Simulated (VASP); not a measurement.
# NaCl in VASP: a series of runs, part 2 of 3

VASP 6.6.1. Earlier steps stand in the parts before.

### 4 Single point, PBE (epitaxial xy strain -1.5%)

INCAR

```
SYSTEM = NaCl
PREC     = Accurate       ! precision mode
ENCUT    = 520            ! plane-wave cutoff, eV
EDIFF    = 1E-6           ! SCF threshold, eV
ISMEAR   = -1             ! smearing method
SIGMA    = 0.02           ! smearing width, eV
LREAL    = .FALSE.        ! projectors in reciprocal space
LASPH    = .TRUE.         ! aspherical terms in the spheres
NELM     = 60             ! most SCF steps
ALGO     = Normal         ! electronic algorithm
ISIF     = 2              ! what is computed and relaxed
LWAVE    = .FALSE.        ! write WAVECAR
LCHARG   = .FALSE.        ! write CHGCAR
GGA      = PE             ! functional
NBANDS   = 14             ! bands
```

KPOINTS

```
regular mesh
0
G
  8 8 8
  0 0 0
```

POSCAR

```
NaCl
1.0
    0.0000000000      2.7606583272      2.8237190504
    2.7606583272      0.0000000000      2.8237190504
    2.7606583272      2.7606583272      0.0000000000
Na Cl
1 1
Direct
    0.0000000000      0.0000000000      0.0000000000
    0.5000000000      0.5000000000      0.5000000000
```

Potentials or basis: VASP PAW PBE potentials, release 64 (Na_pv, Cl).

On the command line:

```
> cat potpaw_PBE.64/Na_pv/POTCAR potpaw_PBE.64/Cl/POTCAR > POTCAR
> mpirun -np 1 vasp_std > vasp.out
```

OUTCAR:

```text
SYSTEM = NaCl
   PREC = Accurate
   ENCUT = 520
   EDIFF = 1E-6
   ISMEAR = -1
   LREAL = .FALSE.
   LASPH = .TRUE.
   NELM = 60
   ISIF = 2
   GGA = PE

 ion  position               nearest neighbor table
   1  0.000  0.000  0.000-
   2  0.500  0.500  0.500-

  LATTYP: Found a body centered tetragonal cell.
 ALAT       =     3.9041604474
 C/A-ratio  =     1.4465179331

  Lattice vectors:

 A1 = (  -2.7606583272,   0.0000000000,   2.8237190504)
 A2 = (   2.7606583272,   0.0000000000,   2.8237190504)
 A3 = (   0.0000000000,   2.7606583272,  -2.8237190504)

Analysis of symmetry for initial positions (statically):
=====================================================================
 Subroutine PRICEL returns:
 Original cell was already a primitive cell.

 Routine SETGRP: Setting up the symmetry group for a
 body centered tetragonal supercell.

 Subroutine GETGRP returns: Found 16 space group operations
 (whereof 16 operations were pure point group operations)
 out of a pool of 16 trial point group operations.

The static configuration has the point symmetry D_4h.

Analysis of symmetry for dynamics (positions and initial velocities):
=====================================================================
 Subroutine PRICEL returns:
 Original cell was already a primitive cell.

 Routine SETGRP: Setting up the symmetry group for a
 body centered tetragonal supercell.

 Subroutine GETGRP returns: Found 16 space group operations
 (whereof 16 operations were pure point group operations)
 out of a pool of 16 trial point group operations.

The dynamic configuration has the point symmetry D_4h.

 Subroutine INISYM returns: Found 16 space group operations
 (whereof 16 operations are pure point group operations),
 and found     1 'primitive' translations

----------------------------------------------------------------------------------------

                                     Primitive cell
[... 114 lines left out ...]
  Thomas-Fermi vector in A             =   2.262559
   LORBIT       =      0    0 simple, 1 ext, 2 COOP (PROOUT), +10 PAW based schemes
   GGA     = PE    functional components
   LHFCALC =     F    Hartree Fock is set to
   AEXX    =    0.0000 exact exchange contribution
   IVDW    =     0    specifies the selected vdW correction
   LEPSILON=     F    determine dielectric tensor
   LRPA    =     F    only Hartree local field effects (RPA)
 non-spin polarized calculation
  energy-cutoff  :      520.00
  volume of cell :       43.04
 maximum number of plane-waves:      1179
 NGX is ok and might be reduce to    30
   NGX = 15   NGY = 15   NGZ = 15

 number of electron      14.0000012 magnetization

 Free energy of the ion-electron system (eV)
  ---------------------------------------------------
  ext. energy  EPLUGINS =         0.00000000
  ---------------------------------------------------
  free energy    TOTEN  =        -6.75695010 eV

  energy without entropy =       -6.75695010  energy(sigma->0) =       -6.75695010

 E-fermi :  -0.0107     XC(G=0):  -8.3433

 val. band max:       -0.4773592038   @ k =   0.0000   0.0000   0.0000
 cond. band min:       4.7842060393   @ k =   0.0000   0.0000   0.0000
 fundamental gap:      5.2615652431
 Fermi energy:        -0.0106866945

 k-point     1 :       0.0000    0.0000    0.0000
  band No.  band energies     occupation
      1     -21.2298      2.00000
      2     -21.2268      2.00000
      3     -21.2267      2.00000
      4     -13.2427      2.00000
      5      -0.4918      2.00000
      6      -0.4918      2.00000
      7      -0.4774      2.00000
      8       4.7842      0.00000
      9      10.5599      0.00000
     10      10.7349      0.00000
     11      10.7350      0.00000
     12      12.7470      0.00000
     13      13.0303      0.00000
     14      14.5681      0.00000
[... 377 lines left out ...]
      1     -21.2534      2.00000
      2     -21.2329      2.00000
      3     -21.2300      2.00000
      4     -12.9360      2.00000
      5      -2.0871      2.00000
      6      -0.8391      2.00000
      7      -0.8080      2.00000
      8       7.0700      0.00000
      9       9.3953      0.00000
     10      10.3308      0.00000
     11      11.1383      0.00000
     12      13.2291      0.00000
     13      14.6010      0.00000
     14      16.1170      0.00000

 [... further k-points ...]
[... 5 lines left out ...]
  --------------------------------------------------------------------------------------
  -------------------------------------------------------------------------------------
  Total        0.6370111      0.6370111      0.3273406      0.0000000      0.0000000      0.0000000
  in kB       23.7126883     23.7126883     12.1852280      0.0000000      0.0000000      0.0000000
  external PRESSURE =      19.8702015 kB  Pullay stress =       0.0000000 kB

 VOLUME and BASIS-vectors are now :
 -----------------------------------------------------------------------------
  energy-cutoff  :      520.00
  volume of cell :       43.04
      direct lattice vectors                 reciprocal lattice vectors
     0.000000000  2.760658327  2.823719050    -0.181116220  0.181116220  0.177071441
     2.760658327  0.000000000  2.823719050     0.181116220 -0.181116220  0.177071441
     2.760658327  2.760658327  0.000000000     0.181116220  0.181116220 -0.177071441

 POSITION                                       TOTAL-FORCE (eV/Angst)
 -----------------------------------------------------------------------------------
      0.00000      0.00000      0.00000         0.000000      0.000000      0.000000
      2.76066      2.76066      2.82372        -0.000000     -0.000000      0.000000
 -----------------------------------------------------------------------------------
    total drift:                               -0.000000      0.000000      0.000000

  FREE ENERGIE OF THE ION-ELECTRON SYSTEM (eV)
  ---------------------------------------------------
  free  energy   TOTEN  =        -6.7569500966 eV

  energy  without entropy=       -6.7569500966  energy(sigma->0) =       -6.75695010
```

stdout:

```text
POSCAR found type information on POSCAR NaCl
 POSCAR found :  2 types and       2 ions
 scaLAPACK will be used
 LDA part: xc-table for (Slater+PW92), standard interpolation
 POSCAR, INCAR and KPOINTS ok, starting setup
 FFT: planning ... GRIDC
 FFT: planning ... GRID_SOFT
 FFT: planning ... GRID
 WAVECAR not read
 entering main loop
```

It took 57 s on 1 thread of AMD EPYC 7R13, shared host; peak memory 0.15 GiB.

Results:

| Property | Result |
| --- | --- |
| Free energy | -6.7570 eV |
| Pressure | 2.0 GPa |
| Band gap on the k mesh | 5.26 eV, direct |

Levels at points of the mesh, in eV from the valence-band top:
```csv
k point,band 4,band 5,band 6,band 7,band 8,band 9,band 10,band 11
"(0.00, 0.00, 0.00)",-12.77,-0.01,-0.01,0.00,5.26,11.04,11.21,11.21
"(0.50, 0.00, 0.00)",-12.38,-2.06,-0.31,-0.28,7.34,10.95,10.96,11.18
"(0.50, 0.50, 0.00)",-12.35,-1.79,-0.61,-0.61,7.66,8.09,11.46,15.25
"(0.50, 0.00, 0.50)",-12.33,-1.77,-0.70,-0.63,7.65,8.01,11.68,14.93
```

Caveat: the cell differs from its parent crystal (epitaxial xy strain -1.5%).

### 5 Single point, PBE (epitaxial xy strain +0.5%)

INCAR

```
SYSTEM = NaCl
  ALGO = Normal
  EDIFF = 1E-6
  ENCUT = 520
  GGA = PE
  ISIF = 2
  ISMEAR = -1
  LASPH = .TRUE.
  LCHARG = .FALSE.
  LREAL = .FALSE.
  LWAVE = .FALSE.
  NBANDS = 14
  NELM = 100
  PREC = Accurate
  SIGMA = 0.02
```

KPOINTS

```
k-points
0
G
  8 8 8
  0 0 0
```

POSCAR

```
NaCl
1.0
    0.0000000000      2.8167123034      2.7966897258
    2.8167123034      0.0000000000      2.7966897258
    2.8167123034      2.8167123034      0.0000000000
Na Cl
1 1
Direct
    0.0000000000      0.0000000000      0.0000000000
    0.5000000000      0.5000000000      0.5000000000
```

Potentials or basis: VASP PAW PBE potentials, release 64 (Na_pv, Cl).

On the command line:

```
> cat potpaw_PBE.64/Na_pv/POTCAR potpaw_PBE.64/Cl/POTCAR > POTCAR
> mpirun -np 1 vasp_std > vasp.out
```

OUTCAR:

```text
SYSTEM = NaCl
   EDIFF = 1E-6
   ENCUT = 520
   GGA = PE
   ISIF = 2
   ISMEAR = -1
   LASPH = .TRUE.
   LREAL = .FALSE.
   NELM = 100
   PREC = Accurate

 ion  position               nearest neighbor table
   1  0.000  0.000  0.000-
   2  0.500  0.500  0.500-

  LATTYP: Found a body centered tetragonal cell.
 ALAT       =     3.9834327408
 C/A-ratio  =     1.4041606362

  Lattice vectors:

 A1 = (   0.0000000000,  -2.8167123034,  -2.7966897258)
 A2 = (   0.0000000000,   2.8167123034,  -2.7966897258)
 A3 = (   2.8167123034,   0.0000000000,   2.7966897258)

Analysis of symmetry for initial positions (statically):
=====================================================================
 Subroutine PRICEL returns:
 Original cell was already a primitive cell.

 Routine SETGRP: Setting up the symmetry group for a
 body centered tetragonal supercell.

 Subroutine GETGRP returns: Found 16 space group operations
 (whereof 16 operations were pure point group operations)
 out of a pool of 16 trial point group operations.

The static configuration has the point symmetry D_4h.

Analysis of symmetry for dynamics (positions and initial velocities):
=====================================================================
 Subroutine PRICEL returns:
 Original cell was already a primitive cell.

 Routine SETGRP: Setting up the symmetry group for a
 body centered tetragonal supercell.

 Subroutine GETGRP returns: Found 16 space group operations
 (whereof 16 operations were pure point group operations)
 out of a pool of 16 trial point group operations.

The dynamic configuration has the point symmetry D_4h.

 Subroutine INISYM returns: Found 16 space group operations
 (whereof 16 operations are pure point group operations),
 and found     1 'primitive' translations

----------------------------------------------------------------------------------------

                                     Primitive cell

  volume of cell :      44.3771

[... 112 lines left out ...]
   LORBIT       =      0    0 simple, 1 ext, 2 COOP (PROOUT), +10 PAW based schemes
   GGA     = PE    functional components
   LHFCALC =     F    Hartree Fock is set to
   AEXX    =    0.0000 exact exchange contribution
   IVDW    =     0    specifies the selected vdW correction
   LEPSILON=     F    determine dielectric tensor
   LRPA    =     F    only Hartree local field effects (RPA)
 non-spin polarized calculation
  energy-cutoff  :      520.00
  volume of cell :       44.38
 maximum number of plane-waves:      1243
 NGX is ok and might be reduce to    30
   NGX = 15   NGY = 15   NGZ = 15

 number of electron      14.0000001 magnetization

 Free energy of the ion-electron system (eV)
  ---------------------------------------------------
  ext. energy  EPLUGINS =         0.00000000
  ---------------------------------------------------
  free energy    TOTEN  =        -6.77176125 eV

  energy without entropy =       -6.77176125  energy(sigma->0) =       -6.77176125

 E-fermi :  -0.2401     XC(G=0):  -8.2118

 val. band max:       -0.6681040527   @ k =   0.0000   0.0000   0.0000
 cond. band min:       4.4785356065   @ k =   0.0000   0.0000   0.0000
 fundamental gap:      5.1466396592
 Fermi energy:        -0.2400756726

 k-point     1 :       0.0000    0.0000    0.0000
  band No.  band energies     occupation
      1     -21.4683      2.00000
      2     -21.4683      2.00000
      3     -21.4672      2.00000
      4     -13.3528      2.00000
      5      -0.6738      2.00000
      6      -0.6681      2.00000
      7      -0.6681      2.00000
      8       4.4785      0.00000
      9      10.4439      0.00000
     10      10.4439      0.00000
     11      10.4978      0.00000
     12      12.5923      0.00000
     13      12.6798      0.00000
     14      14.2603      0.00000
[... 377 lines left out ...]
      1     -21.4899      2.00000
      2     -21.4714      2.00000
      3     -21.4705      2.00000
      4     -13.0761      2.00000
      5      -2.1855      2.00000
      6      -1.0086      2.00000
      7      -0.9635      2.00000
      8       6.7726      0.00000
      9       9.1231      0.00000
     10       9.9885      0.00000
     11      10.9404      0.00000
     12      12.9169      0.00000
     13      14.2913      0.00000
     14      15.6702      0.00000

 [... further k-points ...]
[... 5 lines left out ...]
  --------------------------------------------------------------------------------------
  -------------------------------------------------------------------------------------
  Total        0.2530602      0.2530602      0.3425329      0.0000000      0.0000000      0.0000000
  in kB        9.1364025      9.1364025     12.3666940      0.0000000      0.0000000      0.0000000
  external PRESSURE =      10.2131663 kB  Pullay stress =       0.0000000 kB

 VOLUME and BASIS-vectors are now :
 -----------------------------------------------------------------------------
  energy-cutoff  :      520.00
  volume of cell :       44.38
      direct lattice vectors                 reciprocal lattice vectors
     0.000000000  2.816712303  2.796689726    -0.177511917  0.177511917  0.178782793
     2.816712303  0.000000000  2.796689726     0.177511917 -0.177511917  0.178782793
     2.816712303  2.816712303  0.000000000     0.177511917  0.177511917 -0.178782793

 POSITION                                       TOTAL-FORCE (eV/Angst)
 -----------------------------------------------------------------------------------
      0.00000      0.00000      0.00000        -0.000000      0.000000      0.000000
      2.81671      2.81671      2.79669         0.000000     -0.000000      0.000000
 -----------------------------------------------------------------------------------
    total drift:                               -0.000000      0.000000      0.000000

  FREE ENERGIE OF THE ION-ELECTRON SYSTEM (eV)
  ---------------------------------------------------
  free  energy   TOTEN  =        -6.7717612497 eV

  energy  without entropy=       -6.7717612497  energy(sigma->0) =       -6.77176125
```

OSZICAR:

```text
N       E                     dE             d eps       ncg     rms          rms(c)
DAV:   1     0.103300644505E+03    0.10330E+03   -0.71272E+03  1664   0.101E+03
DAV:   2     0.163609451221E+01   -0.10166E+03   -0.93220E+02  1830   0.278E+02
DAV:   3    -0.682731384984E+01   -0.84634E+01   -0.84136E+01  2066   0.735E+01
DAV:   4    -0.696482854371E+01   -0.13751E+00   -0.13745E+00  2024   0.100E+01
DAV:   5    -0.696788280453E+01   -0.30543E-02   -0.30540E-02  2120   0.152E+00    0.216E+00
DAV:   6    -0.677761890617E+01    0.19026E+00   -0.31591E-01  2096   0.328E+00    0.161E+00
DAV:   7    -0.676614808658E+01    0.11471E-01   -0.81726E-02  2216   0.164E+00    0.110E+00
DAV:   8    -0.677176891623E+01   -0.56208E-02   -0.97911E-03  1904   0.852E-01    0.295E-01
DAV:   9    -0.677165385401E+01    0.11506E-03   -0.21443E-04  2090   0.113E-01    0.160E-01
DAV:  10    -0.677177210396E+01   -0.11825E-03   -0.31857E-04  1940   0.140E-01    0.673E-02
DAV:  11    -0.677176117785E+01    0.10926E-04   -0.19583E-05  2114   0.413E-02    0.149E-02
DAV:  12    -0.677176124968E+01   -0.71836E-07   -0.23178E-06  2000   0.141E-02
   1 F= -.67717612E+01 E0= -.67717612E+01  d E =-.467036E-11
```

stdout:

```text
POSCAR found type information on POSCAR NaCl
 POSCAR found :  2 types and       2 ions
 scaLAPACK will be used
 LDA part: xc-table for (Slater+PW92), standard interpolation
 POSCAR, INCAR and KPOINTS ok, starting setup
 FFT: planning ... GRIDC
 FFT: planning ... GRID_SOFT
 FFT: planning ... GRID
 WAVECAR not read
 entering main loop
```

Run time: 68 s. Hardware: 1 thread of AMD EPYC 7R13, shared host; peak memory 0.15 GiB.

What came out:

```
Free energy            : -6.7718 eV
Pressure               : 1.0 GPa
Band gap on the k mesh : 5.15 eV, direct
```

Caveat: the cell differs from its parent crystal (epitaxial xy strain +0.5%).

(Part 2 of 3 ends here.)
